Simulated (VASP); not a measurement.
# Ba (Fm-3m) in VASP: a series of runs

Ba is run at these levels: PBE; tasks: single point, relaxation of cell and atoms.

Everything below comes from runs of VASP 6.6.1. Logs are shortened: lines on timing, memory, paths and dates and some standing lists are left out, and cuts for length are marked.

**1. The cell of the first run**

The structure is cubic, space group Fm-3m (No. 225). Conventional cell: a = 6.348 Å, b = 6.348 Å, c = 6.348 Å, α = 90.00°, β = 90.00°, γ = 90.00°. Ba (site symmetry m-3m) has 12 Ba at 4.49 Å within 5.9 Å.

This isn't the form of Ba at room conditions, which is bcc.

**2. Single point, PBE**

The input, INCAR:

```
PREC = Accurate
ENCUT = 520
EDIFF = 1E-7
ISMEAR = 0
SIGMA = 0.1
LREAL = False
LASPH = True
NELM = 100
ALGO = Normal
ISIF = 2
LWAVE = False
LCHARG = False
GGA = PE
NBANDS = 11
```

The input, KPOINTS:

```
regular mesh
0
Gamma
  16 16 16
```

The input, POSCAR:

```
Ba
1.0
    0.0000000000      3.1740030673      3.1740030673
    3.1740030673      0.0000000000      3.1740030673
    3.1740030673      3.1740030673      0.0000000000
Ba
1
Direct
    0.0000000000      0.0000000000      0.0000000000
```

Potentials or basis: VASP PAW PBE potentials, release 64 (Ba_sv).

Started as:

```console
$ cat potpaw_PBE.64/Ba_sv/POTCAR > POTCAR
$ mpirun -np 1 vasp_std > vasp.out
```

OUTCAR:

```text
PREC = Accurate
   ENCUT = 520
   EDIFF = 1E-7
   ISMEAR = 0
   LREAL = False
   LASPH = True
   NELM = 100
   ISIF = 2
   GGA = PE

 ion  position               nearest neighbor table
   1  0.000  0.000  0.000-

  LATTYP: Found a face centered cubic cell.
 ALAT       =     6.3480061346

  Lattice vectors:

 A1 = (   0.0000000000,   3.1740030673,   3.1740030673)
 A2 = (   3.1740030673,   0.0000000000,   3.1740030673)
 A3 = (   3.1740030673,   3.1740030673,   0.0000000000)

Analysis of symmetry for initial positions (statically):
=====================================================================
 Subroutine PRICEL returns:
 Original cell was already a primitive cell.

 Routine SETGRP: Setting up the symmetry group for a
 face centered cubic supercell.

 Subroutine GETGRP returns: Found 48 space group operations
 (whereof 48 operations were pure point group operations)
 out of a pool of 48 trial point group operations.

The static configuration has the point symmetry O_h .

Analysis of symmetry for dynamics (positions and initial velocities):
=====================================================================
 Subroutine PRICEL returns:
 Original cell was already a primitive cell.

 Routine SETGRP: Setting up the symmetry group for a
 face centered cubic supercell.

 Subroutine GETGRP returns: Found 48 space group operations
 (whereof 48 operations were pure point group operations)
 out of a pool of 48 trial point group operations.

The dynamic configuration has the point symmetry O_h .

 Subroutine INISYM returns: Found 48 space group operations
 (whereof 48 operations are pure point group operations),
 and found     1 'primitive' translations

----------------------------------------------------------------------------------------

                                     Primitive cell

  volume of cell :      63.9517

  direct lattice vectors                    reciprocal lattice vectors
     0.000000000  3.174003067  3.174003067    -0.157529778  0.157529778  0.157529778
     3.174003067  0.000000000  3.174003067     0.157529778 -0.157529778  0.157529778
     3.174003067  3.174003067  0.000000000     0.157529778  0.157529778 -0.157529778

  length of vectors
     4.488718185  4.488718185  4.488718185     0.272849580  0.272849580  0.272849580

  position of ions in fractional coordinates (direct lattice)
     0.000000000  0.000000000  0.000000000

  ion indices of the primitive-cell ions
   primitive index   ion index
                 1           1

----------------------------------------------------------------------------------------

 KPOINTS: regular mesh

Automatic generation of k-mesh.
 Grid dimensions read from file:
 generate k-points for:   16   16   16

 Generating k-lattice:

  Cartesian coordinates                     Fractional coordinates (reciprocal lattice)
    -0.009845611  0.009845611  0.009845611     0.062500000  0.000000000  0.000000000
     0.009845611 -0.009845611  0.009845611     0.000000000  0.062500000  0.000000000
     0.009845611  0.009845611 -0.009845611     0.000000000  0.000000000  0.062500000

  Length of vectors
     0.017053099  0.017053099  0.017053099

  Shift w.r.t. Gamma in fractional coordinates (k-lattice)
     0.000000000  0.000000000  0.000000000

 Subroutine IBZKPT returns following result:
 ===========================================

 Found    145 irreducible k-points:

 Following reciprocal coordinates:
            Coordinates               Weight
  0.000000  0.000000  0.000000      1.000000
  0.062500  0.000000  0.000000      8.000000
  0.125000  0.000000  0.000000      8.000000
  0.187500  0.000000  0.000000      8.000000
  0.250000  0.000000  0.000000      8.000000
  0.312500  0.000000  0.000000      8.000000
[... 16 lines left out ...]
 -0.125000  0.062500  0.000000     24.000000
 -0.062500  0.062500  0.000000     12.000000
 [... further k-points ...]
   k-points           NKPTS =    145   k-points in BZ     NKDIM =    145   number of bands    NBANDS=     11
   number of dos      NEDOS =    301   number of ions     NIONS =      1
   total plane-waves  NPLWV =  46656
   dimension x,y,z NGX =    36 NGY =   36 NGZ =   36
   dimension x,y,z NGXF=    72 NGYF=   72 NGZF=   72
   ions per type =               1
   NGX,Y,Z   is equivalent  to a cutoff of  13.33, 13.33, 13.33 a.u.
   NGXF,Y,Z  is equivalent  to a cutoff of  26.67, 26.67, 26.67 a.u.
 SYSTEM =  unknown system
   PREC   = accura    normal or accurate (medium, high low for compatibility)
   ISTART =      0    job   : 0-new  1-cont  2-samecut
   ICHARG =      2    charge: 1-file 2-atom 10-const
   ISPIN  =      1    spin polarized calculation?
   LNONCOLLINEAR =      F non collinear calculations
   LSORBIT =      F    spin-orbit coupling
   LASPH  =      T    aspherical Exc in radial PAW
   ENCUT  =  520.0 eV  38.22 Ry    6.18 a.u.   8.35  8.35  8.35*2*pi/ulx,y,z
   NELM   =    100;   NELMIN=  2; NELMDL= -5     # of ELM steps
   EDIFF  = 0.1E-06   stopping-criterion for ELM
   LREAL  =      F    real-space projection
   EDIFFG = 0.1E-05   stopping-criterion for IOM
   NSW    =      0    number of steps for IOM
   IBRION =     -1    ionic relax: 0-MD 1-quasi-New 2-CG
   NFREE  =      0    steps in history (QN), initial steepest desc. (CG)
   ISIF   =      2    stress and relaxation
   ISYM   =      2    0-nonsym 1-usesym 2-fastsym
   POTIM  = 0.5000    time-step for ionic-motion
   TEBEG  =    0.0;   TEEND  =   0.0 temperature during run
   PSTRESS=    0.0 pullay stress
   NELECT =      10.0000    total number of electrons
   NUPDOWN=      -1.0000    fix difference up-down
   EMIN   =  10.00;   EMAX   =-10.00  energy-range for DOS
   EFERMI =   0.00;   METHOD = LEGACY
   ISMEAR =     0;   SIGMA  =   0.10  broadening in eV -4-tet -1-fermi 0-gaus
   EFERMI_NEDOS =   21; number of points for ismear=-14 and -15
   IALGO  =     38    algorithm
   IMIX   =      4    mixing-type and parameters
     AMIX     =   0.40;   BMIX     =  1.00
     AMIX_MAG =   1.60;   BMIX_MAG =  1.00
  volume/ion in A,a.u.               =      63.95       431.57
  Fermi-wavevector in a.u.,A,eV,Ry     =   0.881977  1.666696 10.583758  0.777884
  Thomas-Fermi vector in A             =   2.002547
   LORBIT       =      0    0 simple, 1 ext, 2 COOP (PROOUT), +10 PAW based schemes
   GGA     = PE    functional components
   LHFCALC =     F    Hartree Fock is set to
   AEXX    =    0.0000 exact exchange contribution
   IVDW    =     0    specifies the selected vdW correction
   LEPSILON=     F    determine dielectric tensor
   LRPA    =     F    only Hartree local field effects (RPA)
 non-spin polarized calculation
 Gauss-broadening in eV      SIGMA  =   0.10
  energy-cutoff  :      520.00
  volume of cell :       63.95
 maximum number of plane-waves:      1759
 NGX is ok and might be reduce to    36
   NGX = 17   NGY = 17   NGZ = 17

 number of electron      10.0000000 magnetization

 Free energy of the ion-electron system (eV)
  ---------------------------------------------------
  ext. energy  EPLUGINS =         0.00000000
  ---------------------------------------------------
  free energy    TOTEN  =        -1.89461297 eV

  energy without entropy =       -1.88565109  energy(sigma->0) =       -1.89013203

 E-fermi :   1.6468     XC(G=0):  -7.3603

 val. band max:        1.6355086379   @ k =  -0.3125   0.3125   0.0625
 cond. band min:       1.6607498793   @ k =   0.3750   0.3750   0.0000
 fundamental gap:      0.0252412414
 Fermi energy:         1.6468207122

 k-point     1 :       0.0000    0.0000    0.0000
  band No.  band energies     occupation
      1     -27.2930      2.00000
      2     -12.2556      2.00000
      3     -12.2556      2.00000
      4     -12.2556      2.00000
      5      -1.1487      2.00000
      6       3.3890      0.00000
      7       3.3890      0.00000
      8       3.3890      0.00000
      9       4.9262      0.00000
     10       4.9262      0.00000
     11       7.5960      0.00000

 k-point     2 :       0.0625    0.0000    0.0000
  band No.  band energies     occupation
      1     -27.2916      2.00000
      2     -12.2734      2.00000
      3     -12.2578      2.00000
      4     -12.2578      2.00000
      5      -1.0801      2.00000
      6       3.3012      0.00000
      7       3.4229      0.00000
      8       3.4229      0.00000
      9       4.8785      0.00000
     10       4.8785      0.00000
     11       7.7678      0.00000

 k-point     3 :       0.1250    0.0000    0.0000
  band No.  band energies     occupation
      1     -27.2875      2.00000
      2     -12.3237      2.00000
      3     -12.2642      2.00000
      4     -12.2642      2.00000
      5      -0.8818      2.00000
      6       3.0845      0.00000
      7       3.5070      0.00000
      8       3.5070      0.00000
      9       4.7779      0.00000
     10       4.7779      0.00000
     11       8.1737      0.00000

 k-point     4 :       0.1875    0.0000    0.0000
  band No.  band energies     occupation
      1     -27.2815      2.00000
      2     -12.3973      2.00000
      3     -12.2737      2.00000
      4     -12.2737      2.00000
      5      -0.5765      2.00000
      6       2.8292      0.00000
      7       3.5792      0.00000
      8       3.5792      0.00000
      9       4.7366      0.00000
     10       4.7366      0.00000
     11       8.1324      0.00000
[... 239 lines left out ...]
 k-point    22 :      -0.1875    0.0625    0.0000
  band No.  band energies     occupation
      1     -27.2781      2.00000
      2     -12.4285      2.00000
      3     -12.2938      2.00000
      4     -12.2726      2.00000
      5      -0.4022      2.00000
      6       2.7113      0.00000
      7       3.5392      0.00000
      8       3.6524      0.00000
      9       4.4874      0.00000
     10       5.0123      0.00000
     11       8.1654      0.00000

 k-point    23 :      -0.1250    0.0625    0.0000
  band No.  band energies     occupation
      1     -27.2846      2.00000
      2     -12.3533      2.00000
      3     -12.2806      2.00000
      4     -12.2638      2.00000
      5      -0.7331      2.00000
      6       2.9455      0.00000
      7       3.5404      0.00000
      8       3.5815      0.00000
      9       4.5391      0.00000
     10       4.9126      0.00000
     11       8.4264      0.00000

 k-point    24 :      -0.0625    0.0625    0.0000
  band No.  band energies     occupation
      1     -27.2893      2.00000
      2     -12.2984      2.00000
      3     -12.2680      2.00000
      4     -12.2586      2.00000
      5      -0.9682      2.00000
      6       3.1685      0.00000
      7       3.4760      0.00000
      8       3.4784      0.00000
      9       4.7142      0.00000
     10       4.9082      0.00000
     11       8.0317      0.00000

 [... further k-points ...]
[... 5 lines left out ...]
  --------------------------------------------------------------------------------------
  -------------------------------------------------------------------------------------
  Total        0.0220730      0.0220730      0.0220730     -0.0000000      0.0000000      0.0000000
  in kB        0.5529943      0.5529943      0.5529943     -0.0000000      0.0000000      0.0000000
  external PRESSURE =       0.5529943 kB  Pullay stress =       0.0000000 kB

 VOLUME and BASIS-vectors are now :
 -----------------------------------------------------------------------------
  energy-cutoff  :      520.00
  volume of cell :       63.95
      direct lattice vectors                 reciprocal lattice vectors
     0.000000000  3.174003067  3.174003067    -0.157529778  0.157529778  0.157529778
     3.174003067  0.000000000  3.174003067     0.157529778 -0.157529778  0.157529778
     3.174003067  3.174003067  0.000000000     0.157529778  0.157529778 -0.157529778

 POSITION                                       TOTAL-FORCE (eV/Angst)
 -----------------------------------------------------------------------------------
      0.00000      0.00000      0.00000         0.000000      0.000000      0.000000
 -----------------------------------------------------------------------------------
    total drift:                                0.000000      0.000000      0.000000

  FREE ENERGIE OF THE ION-ELECTRON SYSTEM (eV)
  ---------------------------------------------------
  free  energy   TOTEN  =        -1.8946129662 eV

  energy  without entropy=       -1.8856510892  energy(sigma->0) =       -1.89013203
```

Run time: 48 s. Hardware: 1 thread of Intel Xeon Platinum 8488C (Sapphire Rapids), shared host; peak memory 0.26 GiB.

What came out:

| Property | Result |
| --- | --- |
| Free energy | -1.8946 eV |
| Pressure | 0.1 GPa |
| Band gap on the k mesh | zero (bands 5 and 6 overlap by 0.22 eV) |

Caveat: spin-orbit coupling is left out, which moves the levels of the heavy elements.

[end of part 1 of 2]
